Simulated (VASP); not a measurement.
# Co (Fm-3m) in VASP: single point with PBE

Aim: the single point of Co with PBE.

Everything below comes from runs of VASP 6.6.1. Logs are shortened: lines on timing, memory, paths and dates and some standing lists are left out, and cuts for length are marked.

**1. The cell of the first run**

It takes space group Fm-3m (No. 225, cubic). The conventional cell has a = 3.521 Å, b = 3.521 Å, c = 3.521 Å, α = 90.00°, β = 90.00°, γ = 90.00°. Within 3.3 Å of Co (site symmetry m-3m) lie 12 Co at 2.49 Å.

This isn't the form of Co at room conditions, which is hcp.

**2. Single point, PBE, collinear spin, ferromagnetic start (10.91 Å³/atom)**

The input, INCAR:

```
PREC     = Accurate       # precision mode
ENCUT    = 690            # plane-wave cutoff, eV
EDIFF    = 1E-6           # SCF threshold, eV
ISMEAR   = 0              # smearing method
SIGMA    = 0.05           # smearing width, eV
LREAL    = False          # projectors in reciprocal space
LASPH    = True           # aspherical terms in the spheres
NELM     = 200            # most SCF steps
ALGO     = Normal         # electronic algorithm
ISIF     = 2              # what is computed and relaxed
LWAVE    = False          # write WAVECAR
LCHARG   = False          # write CHGCAR
ISPIN    = 2              # spin polarisation
MAGMOM   = 1.98           # initial moments
LORBIT   = 11             # projections on sites
LMAXMIX  = 4              # l up to which the mixer works
GGA      = PE             # functional
NBANDS   = 18             # bands
GGA_COMPAT= False
```

The input, KPOINTS:

```
Automatic mesh
0
Gamma
  10 10 10
```

The input, POSCAR:

```
Co
1.0
    0.0000000000      1.7605739212      1.7605739212
    1.7605739212      0.0000000000      1.7605739212
    1.7605739212      1.7605739212      0.0000000000
Co
1
Direct
    0.0000000000      0.0000000000      0.0000000000
```

Potentials or basis: VASP PAW PBE potentials, release 64 (Co_sv).

Command:

```
cat potpaw_PBE.64/Co_sv/POTCAR > POTCAR
mpirun -np 1 vasp_std > vasp.out
```

OUTCAR:

```text
PREC = Accurate
   ENCUT = 690
   EDIFF = 1E-6
   ISMEAR = 0
   LREAL = False
   LASPH = True
   NELM = 200
   ISIF = 2
   ISPIN = 2
   LORBIT = 11
   GGA = PE

 ion  position               nearest neighbor table
   1  0.000  0.000  0.000-

  LATTYP: Found a face centered cubic cell.
 ALAT       =     3.5211478424

  Lattice vectors:

 A1 = (   0.0000000000,   1.7605739212,   1.7605739212)
 A2 = (   1.7605739212,   0.0000000000,   1.7605739212)
 A3 = (   1.7605739212,   1.7605739212,   0.0000000000)

Analysis of symmetry for initial positions (statically):
=====================================================================
 Subroutine PRICEL returns:
 Original cell was already a primitive cell.

 Routine SETGRP: Setting up the symmetry group for a
 face centered cubic supercell.

 Subroutine GETGRP returns: Found 48 space group operations
 (whereof 48 operations were pure point group operations)
 out of a pool of 48 trial point group operations.

The static configuration has the point symmetry O_h .

Analysis of symmetry for dynamics (positions and initial velocities):
=====================================================================
 Subroutine PRICEL returns:
 Original cell was already a primitive cell.

 Routine SETGRP: Setting up the symmetry group for a
 face centered cubic supercell.

 Subroutine GETGRP returns: Found 48 space group operations
 (whereof 48 operations were pure point group operations)
 out of a pool of 48 trial point group operations.

The dynamic configuration has the point symmetry O_h .

Analysis of structural, dynamic, and magnetic symmetry:
=====================================================================
 Subroutine PRICEL returns:
 Original cell was already a primitive cell.

 Routine SETGRP: Setting up the symmetry group for a
 face centered cubic supercell.

 Subroutine GETGRP returns: Found 48 space group operations
 (whereof 48 operations were pure point group operations)
 out of a pool of 48 trial point group operations.

The overall configuration has the point symmetry O_h .

 Subroutine INISYM returns: Found 48 space group operations
 (whereof 48 operations are pure point group operations),
 and found     1 'primitive' translations

----------------------------------------------------------------------------------------

                                     Primitive cell

  volume of cell :      10.9142

  direct lattice vectors                    reciprocal lattice vectors
     0.000000000  1.760573921  1.760573921    -0.283998300  0.283998300  0.283998300
     1.760573921  0.000000000  1.760573921     0.283998300 -0.283998300  0.283998300
     1.760573921  1.760573921  0.000000000     0.283998300  0.283998300 -0.283998300

  length of vectors
     2.489827517  2.489827517  2.489827517     0.491899484  0.491899484  0.491899484

  position of ions in fractional coordinates (direct lattice)
     0.000000000  0.000000000  0.000000000

  ion indices of the primitive-cell ions
   primitive index   ion index
                 1           1

----------------------------------------------------------------------------------------

 KPOINTS: Automatic mesh

Automatic generation of k-mesh.
 Grid dimensions read from file:
 generate k-points for:   10   10   10

 Generating k-lattice:

  Cartesian coordinates                     Fractional coordinates (reciprocal lattice)
    -0.028399830  0.028399830  0.028399830     0.100000000  0.000000000  0.000000000
     0.028399830 -0.028399830  0.028399830     0.000000000  0.100000000  0.000000000
     0.028399830  0.028399830 -0.028399830     0.000000000  0.000000000  0.100000000

  Length of vectors
     0.049189948  0.049189948  0.049189948

  Shift w.r.t. Gamma in fractional coordinates (k-lattice)
     0.000000000  0.000000000  0.000000000

 Subroutine IBZKPT returns following result:
 ===========================================

 Found     47 irreducible k-points:

 Following reciprocal coordinates:
            Coordinates               Weight
  0.000000  0.000000  0.000000      1.000000
  0.100000  0.000000  0.000000      8.000000
  0.200000  0.000000  0.000000      8.000000
  0.300000  0.000000  0.000000      8.000000
  0.400000  0.000000  0.000000      8.000000
  0.500000  0.000000  0.000000      4.000000
[... 16 lines left out ...]
  0.300000  0.300000  0.000000      6.000000
  0.400000  0.300000  0.000000     24.000000
 [... further k-points ...]
   k-points           NKPTS =     47   k-points in BZ     NKDIM =     47   number of bands    NBANDS=     18
   number of dos      NEDOS =    301   number of ions     NIONS =      1
   total plane-waves  NPLWV =  13824
   dimension x,y,z NGX =    24 NGY =   24 NGZ =   24
   dimension x,y,z NGXF=    48 NGYF=   48 NGZF=   48
   ions per type =               1
   NGX,Y,Z   is equivalent  to a cutoff of  16.02, 16.02, 16.02 a.u.
   NGXF,Y,Z  is equivalent  to a cutoff of  32.05, 32.05, 32.05 a.u.
 SYSTEM =  unknown system
   PREC   = accura    normal or accurate (medium, high low for compatibility)
   ISTART =      0    job   : 0-new  1-cont  2-samecut
   ICHARG =      2    charge: 1-file 2-atom 10-const
   ISPIN  =      2    spin polarized calculation?
   LNONCOLLINEAR =      F non collinear calculations
   LSORBIT =      F    spin-orbit coupling
   LASPH  =      T    aspherical Exc in radial PAW
   ENCUT  =  690.0 eV  50.71 Ry    7.12 a.u.   5.33  5.33  5.33*2*pi/ulx,y,z
   NELM   =    200;   NELMIN=  2; NELMDL= -5     # of ELM steps
   EDIFF  = 0.1E-05   stopping-criterion for ELM
   LREAL  =      F    real-space projection
   EDIFFG = 0.1E-04   stopping-criterion for IOM
   NSW    =      0    number of steps for IOM
   IBRION =     -1    ionic relax: 0-MD 1-quasi-New 2-CG
   NFREE  =      0    steps in history (QN), initial steepest desc. (CG)
   ISIF   =      2    stress and relaxation
   ISYM   =      2    0-nonsym 1-usesym 2-fastsym
   POTIM  = 0.5000    time-step for ionic-motion
   TEBEG  =    0.0;   TEEND  =   0.0 temperature during run
   PSTRESS=    0.0 pullay stress
   NELECT =      17.0000    total number of electrons
   NUPDOWN=      -1.0000    fix difference up-down
   EMIN   =  10.00;   EMAX   =-10.00  energy-range for DOS
   EFERMI =   0.00;   METHOD = LEGACY
   ISMEAR =     0;   SIGMA  =   0.05  broadening in eV -4-tet -1-fermi 0-gaus
   EFERMI_NEDOS =   21; number of points for ismear=-14 and -15
   IALGO  =     38    algorithm
   IMIX   =      4    mixing-type and parameters
     AMIX     =   0.40;   BMIX     =  1.00
     AMIX_MAG =   1.60;   BMIX_MAG =  1.00
  volume/ion in A,a.u.               =      10.91        73.65
  Fermi-wavevector in a.u.,A,eV,Ry     =   1.897697  3.586127 48.998035  3.601254
  Thomas-Fermi vector in A             =   2.937429
   LORBIT       =     11    0 simple, 1 ext, 2 COOP (PROOUT), +10 PAW based schemes
   GGA     = PE    functional components
   LHFCALC =     F    Hartree Fock is set to
   AEXX    =    0.0000 exact exchange contribution
   IVDW    =     0    specifies the selected vdW correction
   LEPSILON=     F    determine dielectric tensor
   LRPA    =     F    only Hartree local field effects (RPA)
 spin polarized calculation
 Gauss-broadening in eV      SIGMA  =   0.05
  energy-cutoff  :      690.00
  volume of cell :       10.91
 maximum number of plane-waves:       464
 NGX is ok and might be reduce to    24
   NGX = 11   NGY = 11   NGZ = 11

 number of electron      17.0000011 magnetization       1.7300018

 Free energy of the ion-electron system (eV)
  ---------------------------------------------------
  ext. energy  EPLUGINS =         0.00000000
  ---------------------------------------------------
  free energy    TOTEN  =        -7.11270725 eV

  energy without entropy =       -7.11111164  energy(sigma->0) =       -7.11190944

 E-fermi :  12.0247     XC(G=0): -13.8684

 val. band max:       11.9927078339   @ k =  -0.4000   0.3000   0.1000
 cond. band min:      12.0264548140   @ k =   0.2000   0.1000   0.0000
 fundamental gap:      0.0337469802
 Fermi energy:        12.0246817626

 spin component 1

 k-point     1 :       0.0000    0.0000    0.0000
  band No.  band energies     occupation
      1     -84.2301      1.00000
      2     -47.2955      1.00000
      3     -47.2955      1.00000
      4     -47.2955      1.00000
      5       2.9400      1.00000
      6       9.2607      1.00000
[... 10 lines left out ...]
     17      42.0574      0.00000
     18      45.0994      0.00000

 k-point     2 :       0.1000    0.0000    0.0000
  band No.  band energies     occupation
      1     -84.2250      1.00000
      2     -47.3256      1.00000
      3     -47.2996      1.00000
      4     -47.2996      1.00000
      5       3.3320      1.00000
      6       9.1551      1.00000
[... 10 lines left out ...]
     17      43.1166      0.00000
     18      48.2218      0.00000
[... 442 lines left out ...]
 k-point    24 :       0.4000    0.3000    0.0000
  band No.  band energies     occupation
      1     -84.1739      1.00000
      2     -47.5327      1.00000
      3     -47.3937      1.00000
      4     -47.3843      1.00000
      5       6.8899      1.00000
      6       7.7726      1.00000
[... 10 lines left out ...]
     17      51.9963      0.00000
     18      56.8709      0.00000

 [... further k-points ...]

 spin component 2

 k-point     1 :       0.0000    0.0000    0.0000
  band No.  band energies     occupation
      1     -82.0507      1.00000
      2     -45.1604      1.00000
      3     -45.1604      1.00000
      4     -45.1604      1.00000
      5       2.9812      1.00000
      6      10.9199      1.00000
[... 10 lines left out ...]
     17      42.4591      0.00000
     18      44.6566      0.00000

 k-point     2 :       0.1000    0.0000    0.0000
  band No.  band energies     occupation
      1     -82.0453      1.00000
      2     -45.1934      1.00000
      3     -45.1648      1.00000
      4     -45.1648      1.00000
      5       3.3752      1.00000
      6      10.7801      1.00000
[... 10 lines left out ...]
     17      43.2850      0.00000
     18      48.1698      0.00000
[... 442 lines left out ...]
 k-point    24 :       0.4000    0.3000    0.0000
  band No.  band energies     occupation
      1     -81.9901      1.00000
      2     -45.4200      1.00000
      3     -45.2672      1.00000
      4     -45.2568      1.00000
      5       7.7149      1.00000
      6       9.1496      1.00000
[... 10 lines left out ...]
     17      51.9868      0.00000
     18      56.9692      0.00000

 [... further k-points ...]

------------------------ aborting loop because EDIFF is reached ----------------------------------------

  FORCE on cell =-STRESS in cart. coord.  units (eV):
  Direction    XX          YY          ZZ          XY          YZ          ZX
  --------------------------------------------------------------------------------------
  -------------------------------------------------------------------------------------
  Total       -0.0046892     -0.0046892     -0.0046892     -0.0000000      0.0000000      0.0000000
  in kB       -0.6883550     -0.6883550     -0.6883550     -0.0000000      0.0000000      0.0000000
  external PRESSURE =      -0.6883550 kB  Pullay stress =       0.0000000 kB

 VOLUME and BASIS-vectors are now :
 -----------------------------------------------------------------------------
  energy-cutoff  :      690.00
  volume of cell :       10.91
      direct lattice vectors                 reciprocal lattice vectors
     0.000000000  1.760573921  1.760573921    -0.283998300  0.283998300  0.283998300
     1.760573921  0.000000000  1.760573921     0.283998300 -0.283998300  0.283998300
     1.760573921  1.760573921  0.000000000     0.283998300  0.283998300 -0.283998300

 POSITION                                       TOTAL-FORCE (eV/Angst)
 -----------------------------------------------------------------------------------
      0.00000      0.00000      0.00000        -0.000000     -0.000000      0.000000
 -----------------------------------------------------------------------------------
    total drift:                               -0.000000     -0.000000      0.000000

  FREE ENERGIE OF THE ION-ELECTRON SYSTEM (eV)
  ---------------------------------------------------
  free  energy   TOTEN  =        -7.1127072474 eV

  energy  without entropy=       -7.1111116367  energy(sigma->0) =       -7.11190944

 total charge

# of ion       s       p       d       tot
------------------------------------------
    1        2.248   6.121   6.681  15.049

 magnetization (x)

# of ion       s       p       d       tot
------------------------------------------
    1       -0.001  -0.010   1.795   1.783
```

It took 38 s on 1 thread of AMD EPYC 7R13 (Zen 3), shared host; peak memory 0.12 GiB.

What came out:

```yaml
Free_energy: -7.1127 eV
Pressure: -0.1 GPa
Net_moment: 1.73 μB per cell
Site_moments: Co +1.78 μB
Valence_electrons_inside_the_program's_atomic_spheres: Co 15.05
```
